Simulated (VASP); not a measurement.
ZnSe, 4 atoms in the cell. Symmetry: P4/nmm, No. 129, tetragonal system. Conventional cell: a = 3.829 Å, b = 3.829 Å, c = 5.258 Å, α = 90.00°, β = 90.00°, γ = 90.00°. Within 3.1 Å of Zn (site symmetry -4m2) lie 4 Se at 2.32 Å and 4 Zn at 2.71 Å. Within 3.1 Å of Se (site symmetry 4mm) lie 4 Zn at 2.32 Å.  This cell differs from its parent crystal: atoms shifted along a free coordinate.

| Item | Value |
| --- | --- |
| Program | VASP 6.6.1 |
| Task | single point |
| Functional | PBEsol |
| Potentials or basis | VASP PAW PBE potentials, release 64 (Zn, Se) |
| Cutoff | 520 eV |
| k mesh | 8 × 8 × 6 |
| Occupations | gaussian, width 0.05 eV |
| Spin | no spin polarisation |
| Dipole correction | no |
| Further INCAR settings | ALGO = Normal; EDIFF = 1e-07; NBANDS = 26 |

Potentials or basis: VASP PAW PBE potentials, release 64 (Zn, Se).

Run with:

```sh
$ cat potpaw_PBE.64/Zn/POTCAR potpaw_PBE.64/Se/POTCAR > POTCAR
$ mpirun -np 1 vasp_std > vasp.out
```

Hardware: 1 thread of Intel(R) Xeon(R) 6975P-C (Granite Rapids), with other jobs on the host.

How long does it take, and how much memory?

Run time: 39 s on 1 thread of Intel(R) Xeon(R) 6975P-C (Granite Rapids), with other jobs on the host, peak memory 0.24 GiB. Counts: scf iterations 14, k points 60.
